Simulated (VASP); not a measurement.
# PtSe (F-43m) in VASP: further runs

The runs below take PtSe through single point, vibrations by perturbation theory, elastic constants, with PBE+U, PBE, PBEsol.

All numbers are computed with VASP 6.6.1; they aren't measurements. Logs are shortened: lines on timing, memory, paths and dates and some standing lists are left out, and cuts for length are marked.

**1. The cell of the first run**

It takes space group F-43m (No. 216, cubic). The conventional cell has a = 6.075 Å, b = 6.075 Å, c = 6.075 Å, α = 90.00°, β = 90.00°, γ = 90.00°. Pt (site symmetry -43m) has 4 Se at 2.63 Å within 3.5 Å. Within 3.5 Å of Se (site symmetry -43m) lie 4 Pt at 2.63 Å.

**2. Single point, PBE+U, collinear spin, zero start**

Input file INCAR:

```
SYSTEM = PtSe
PREC     = Accurate       ! precision mode
ENCUT    = 520            ! plane-wave cutoff, eV
EDIFF    = 1E-6           ! SCF threshold, eV
ISMEAR   = 0              ! smearing method
SIGMA    = 0.05           ! smearing width, eV
LREAL    = .False.        ! projectors in reciprocal space
LASPH    = .True.         ! aspherical terms in the spheres
NELM     = 150            ! most SCF steps
ALGO     = Normal         ! electronic algorithm
ISIF     = 2              ! what is computed and relaxed
LWAVE    = .False.        ! write WAVECAR
LCHARG   = .True.         ! write CHGCAR
ISPIN    = 2              ! spin polarisation
MAGMOM   = 0 0            ! initial moments
LORBIT   = 11             ! projections on sites
LMAXMIX  = 4              ! l up to which the mixer works
LDAU     = .True.         ! DFT+U
LDAUTYPE = 2            
LDAUL    = 2 -1           ! shell
LDAUU    = 4 0            ! U, eV
LDAUJ    = 0 0          
LDAUPRINT= 1            
GGA      = PE             ! functional
LELF     = .True.         ! ELF
LVHAR    = .True.       
NBANDS   = 19             ! bands
```

Input file KPOINTS:

```
Automatic mesh
0
Gamma
  5 5 5
  0 0 0
```

Input file POSCAR:

```
PtSe
1.0
    0.0000000000      3.0374472300      3.0374472300
    3.0374472300      0.0000000000      3.0374472300
    3.0374472300      3.0374472300      0.0000000000
Pt Se
1 1
Direct
    0.0000000000      0.0000000000      0.0000000000
    0.2500000000      0.2500000000      0.2500000000
```

Potentials or basis: VASP PAW PBE potentials, release 64 (Pt, Se).

Command:

```
cat potpaw_PBE.64/Pt/POTCAR potpaw_PBE.64/Se/POTCAR > POTCAR
mpirun -np 1 vasp_std > vasp.out
```

OUTCAR:

```text
SYSTEM = PtSe
   PREC = Accurate
   ENCUT = 520
   EDIFF = 1E-6
   ISMEAR = 0
   LREAL = .False.
   LASPH = .True.
   NELM = 150
   ISIF = 2
   ISPIN = 2
   LORBIT = 11
   GGA = PE

 ion  position               nearest neighbor table
   1  0.000  0.000  0.000-   2 2.63   2 2.63   2 2.63   2 2.63
   2  0.250  0.250  0.250-   1 2.63   1 2.63   1 2.63   1 2.63

  LATTYP: Found a face centered cubic cell.
 ALAT       =     6.0748944600

  Lattice vectors:

 A1 = (   0.0000000000,   3.0374472300,   3.0374472300)
 A2 = (   3.0374472300,   0.0000000000,   3.0374472300)
 A3 = (   3.0374472300,   3.0374472300,   0.0000000000)

Analysis of symmetry for initial positions (statically):
=====================================================================
 Subroutine PRICEL returns:
 Original cell was already a primitive cell.

 Routine SETGRP: Setting up the symmetry group for a
 face centered cubic supercell.

 Subroutine GETGRP returns: Found 24 space group operations
 (whereof 24 operations were pure point group operations)
 out of a pool of 48 trial point group operations.

The static configuration has the point symmetry T_d .

Analysis of symmetry for dynamics (positions and initial velocities):
=====================================================================
 Subroutine PRICEL returns:
 Original cell was already a primitive cell.

 Routine SETGRP: Setting up the symmetry group for a
 face centered cubic supercell.

 Subroutine GETGRP returns: Found 24 space group operations
 (whereof 24 operations were pure point group operations)
 out of a pool of 48 trial point group operations.

The dynamic configuration has the point symmetry T_d .

Analysis of structural, dynamic, and magnetic symmetry:
=====================================================================
 Subroutine PRICEL returns:
 Original cell was already a primitive cell.

 Routine SETGRP: Setting up the symmetry group for a
 face centered cubic supercell.

 Subroutine GETGRP returns: Found 24 space group operations
 (whereof 24 operations were pure point group operations)
 out of a pool of 48 trial point group operations.

The overall configuration has the point symmetry T_d .

 Subroutine INISYM returns: Found 24 space group operations
[... 153 lines left out ...]
  o =  0.8121  v =  1.0000  0.0000  0.0000  0.0000  0.0000  0.0000  0.0000  0.0000  0.0000  0.0000      0.0000  0.0000  0.0000  0.0000  0.0000  0.0000  0.0000  0.0000  0.0000  0.0000
  o =  0.9020  v =  0.0000  0.0000  0.0000  0.0000  0.0000  0.0000 -0.0000  0.3375  0.0000 -0.9413      0.0000  0.0000  0.0000  0.0000  0.0000  0.0000  0.0000  0.0000  0.0000  0.0000
  o =  0.9020  v =  0.0000  0.0000  0.0000  0.0000  0.0000  0.0000 -0.0000  0.9413  0.0000  0.3375      0.0000  0.0000  0.0000  0.0000  0.0000  0.0000  0.0000  0.0000  0.0000  0.0000
  o =  0.9020  v =  0.0000 -0.0000  0.9913 -0.0000  0.1316  0.0000  0.0000  0.0000  0.0000  0.0000      0.0000  0.0000  0.0000  0.0000  0.0000  0.0000  0.0000  0.0000  0.0000  0.0000
  o =  0.9020  v =  0.0000  0.0000  0.1316  0.0000 -0.9913  0.0000  0.0000  0.0000  0.0000  0.0000      0.0000  0.0000  0.0000  0.0000  0.0000  0.0000  0.0000  0.0000  0.0000  0.0000

 number of electron      16.0000002 magnetization       0.0000437

 Free energy of the ion-electron system (eV)
  ---------------------------------------------------
  ext. energy  EPLUGINS =         0.00000000
  ---------------------------------------------------
  free energy    TOTEN  =        -6.29451547 eV

  energy without entropy =       -6.28981129  energy(sigma->0) =       -6.29216338

 E-fermi :   2.6739     XC(G=0):  -9.0761

 val. band max:        2.5995923453   @ k =   0.2000   0.2000   0.0000
 cond. band min:       2.6979870042   @ k =   0.4000   0.2000   0.0000
 fundamental gap:      0.0983946589
 Fermi energy:         2.6738686653

 spin component 1

 k-point     1 :       0.0000    0.0000    0.0000
  band No.  band energies     occupation
      1     -10.7514      1.00000
      2      -1.7917      1.00000
      3      -1.7917      1.00000
      4      -1.7917      1.00000
      5      -0.0666      1.00000
      6      -0.0666      1.00000
[... 196 lines left out ...]
      5       0.0360      1.00000
      6       0.0794      1.00000
[... 11 lines left out ...]
     18      18.1152      0.00000
     19      19.2811      0.00000
 Fermi energy:         2.6738686653

 spin component 2

 k-point     1 :       0.0000    0.0000    0.0000
  band No.  band energies     occupation
      1     -10.7514      1.00000
      2      -1.7916      1.00000
      3      -1.7916      1.00000
      4      -1.7916      1.00000
      5      -0.0666      1.00000
      6      -0.0666      1.00000
[... 197 lines left out ...]
      6       0.0794      1.00000
[... 11 lines left out ...]
     18      18.1152      0.00000
     19      19.2811      0.00000

------------------------ aborting loop because EDIFF is reached ----------------------------------------

  FORCE on cell =-STRESS in cart. coord.  units (eV):
  Direction    XX          YY          ZZ          XY          YZ          ZX
  --------------------------------------------------------------------------------------
  -------------------------------------------------------------------------------------
  Total       -4.1501164     -4.1501164     -4.1501164     -0.0000000      0.0000000     -0.0000000
  in kB     -118.6354922   -118.6354922   -118.6354922     -0.0000000      0.0000000     -0.0000000
  external PRESSURE =    -118.6354922 kB  Pullay stress =       0.0000000 kB

 VOLUME and BASIS-vectors are now :
 -----------------------------------------------------------------------------
  energy-cutoff  :      520.00
  volume of cell :       56.05
      direct lattice vectors                 reciprocal lattice vectors
     0.000000000  3.037447230  3.037447230    -0.164611913  0.164611913  0.164611913
     3.037447230  0.000000000  3.037447230     0.164611913 -0.164611913  0.164611913
     3.037447230  3.037447230  0.000000000     0.164611913  0.164611913 -0.164611913

 POSITION                                       TOTAL-FORCE (eV/Angst)
 -----------------------------------------------------------------------------------
      0.00000      0.00000      0.00000        -0.000000     -0.000000     -0.000000
      1.51872      1.51872      1.51872         0.000000      0.000000      0.000000
 -----------------------------------------------------------------------------------
    total drift:                               -0.000000     -0.000000     -0.000000

  FREE ENERGIE OF THE ION-ELECTRON SYSTEM (eV)
  ---------------------------------------------------
  free  energy   TOTEN  =        -6.2945154707 eV

  energy  without entropy=       -6.2898112909  energy(sigma->0) =       -6.29216338

 total charge

# of ion       s       p       d       tot
------------------------------------------
    1        0.532   0.293   8.426   9.252
    2        1.485   2.082   0.059   3.626
--------------------------------------------------
tot          2.018   2.375   8.485  12.878

 magnetization (x)

# of ion       s       p       d       tot
------------------------------------------
    1        0.000   0.000   0.000   0.000
    2        0.000   0.000   0.000   0.000
--------------------------------------------------
tot          0.000   0.000   0.000   0.000
```

OSZICAR:

```text
N       E                     dE             d eps       ncg     rms          rms(c)
DAV:   1     0.749356176633E+02    0.74936E+02   -0.66921E+03   776   0.709E+02
DAV:   2    -0.354120208746E+01   -0.78477E+02   -0.70476E+02   864   0.155E+02
DAV:   3    -0.631041829551E+01   -0.27692E+01   -0.27322E+01   913   0.284E+01
DAV:   4    -0.633127682947E+01   -0.20859E-01   -0.20854E-01   825   0.260E+00
DAV:   5    -0.633158981884E+01   -0.31299E-03   -0.31299E-03   903   0.328E-01    0.724E+00
DAV:   6    -0.629416058124E+01    0.37429E-01   -0.62231E-02   830   0.168E+00    0.408E+00
DAV:   7    -0.629407188028E+01    0.88701E-04   -0.33769E-02   815   0.106E+00    0.865E-01
DAV:   8    -0.629434328112E+01   -0.27140E-03   -0.53675E-03   805   0.536E-01    0.252E-01
DAV:   9    -0.629444083744E+01   -0.97556E-04   -0.19239E-03   813   0.262E-01    0.509E-02
DAV:  10    -0.629447624155E+01   -0.35404E-04   -0.60757E-05   805   0.460E-02    0.242E-02
DAV:  11    -0.629451477018E+01   -0.38529E-04   -0.40260E-05   796   0.428E-02    0.687E-03
DAV:  12    -0.629451547075E+01   -0.70057E-06   -0.13808E-06   815   0.712E-03
   1 F= -.62945155E+01 E0= -.62921634E+01  d E =-.470418E-02  mag=     0.0000
```

stdout:

```text
POSCAR found type information on POSCAR PtSe
 POSCAR found :  2 types and       2 ions
 scaLAPACK will be used
 LDA part: xc-table for (Slater+PW92), standard interpolation
 POSCAR, INCAR and KPOINTS ok, starting setup
 FFT: planning ... GRIDC
 FFT: planning ... GRID_SOFT
 FFT: planning ... GRID
 WAVECAR not read
 entering main loop
```

It took 9 s on 1 thread of Intel Xeon 6975P-C (Granite Rapids), shared host; peak memory 0.2 GiB.

Results:

- Free energy: -6.2945 eV
- Pressure: -11.9 GPa
- Band gap on the k mesh: zero (filled and empty bands overlap)
- Net moment: 0.00 μB per cell
- Valence electrons inside the program's atomic spheres: Pt 9.25; Se 3.63

Eigenvalues of the final occupation matrices:
```csv
site,spin,trace,eigenvalues
site 1 d,1,4.24,0.81 0.81 0.81 0.90 0.90
site 1 d,2,4.24,0.81 0.81 0.81 0.90 0.90
```

Caveat: spin-orbit coupling is left out, which moves the levels of the heavy elements.

**3. Single point, PBE+U, collinear spin, ferromagnetic start**

Input file INCAR:

```
SYSTEM = PtSe
ALGO = Normal
EDIFF = 1E-7
ENCUT = 520
GGA = PE
ISIF = 2
ISMEAR = 0
ISPIN = 2
LASPH = .TRUE.
LCHARG = .FALSE.
LDAU = .TRUE.
LDAUJ = 0 0
LDAUL = 2 -1
LDAUPRINT = 1
LDAUTYPE = 2
LDAUU = 2 0
LMAXMIX = 4
LORBIT = 11
LREAL = .FALSE.
LWAVE = .FALSE.
MAGMOM = 0.5 0
NBANDS = 19
NELM = 150
PREC = Accurate
SIGMA = 0.05
```

Input file KPOINTS:

```
k-points
0
G
  5 5 5
  0 0 0
```

POSCAR is that of step 2.

Potentials or basis: VASP PAW PBE potentials, release 64 (Pt, Se).

Command:

```
cat potpaw_PBE.64/Pt/POTCAR potpaw_PBE.64/Se/POTCAR > POTCAR
mpirun -np 1 vasp_std > vasp.out
```

Run time: 11 s. Hardware: 1 thread of Intel Xeon 6975P-C (Granite Rapids), shared host; peak memory 0.2 GiB.

The run converged. Its results:

| Quantity | Value |
| --- | --- |
| Free energy | -7.6329 eV |
| Pressure | -11.3 GPa |
| Band gap on the k mesh | zero (filled and empty bands overlap) |
| Net moment | -0.01 μB per cell |
| Valence electrons inside the program's atomic spheres | Pt 9.10; Se 3.64 |

Levels at points of the mesh, in eV from the Fermi level:
Spin up:
| k point | band 4 | band 5 | band 6 | band 7 | band 8 | band 9 | band 10 | band 11 |
| --- | --- | --- | --- | --- | --- | --- | --- | --- |
| (0.00, 0.00, 0.00) | -4.41 | -2.42 | -2.42 | 0.51 | 1.64 | 1.64 | 1.64 | 6.75 |
Spin down:
| k point | band 4 | band 5 | band 6 | band 7 | band 8 | band 9 | band 10 | band 11 |
| --- | --- | --- | --- | --- | --- | --- | --- | --- |
| (0.00, 0.00, 0.00) | -4.41 | -2.42 | -2.42 | 0.51 | 1.64 | 1.64 | 1.64 | 6.75 |

Eigenvalues of the final occupation matrices:
| site | spin | trace | eigenvalues |
| --- | --- | --- | --- |
| site 1 d | 1 | 4.14 | 0.79 0.79 0.79 0.88 0.88 |
| site 1 d | 2 | 4.14 | 0.79 0.79 0.79 0.88 0.88 |

Caveat: spin-orbit coupling is left out, which moves the levels of the heavy elements. The state reached can hang on the start; a lower one may exist.

(Part 1 of 3 ends here.)
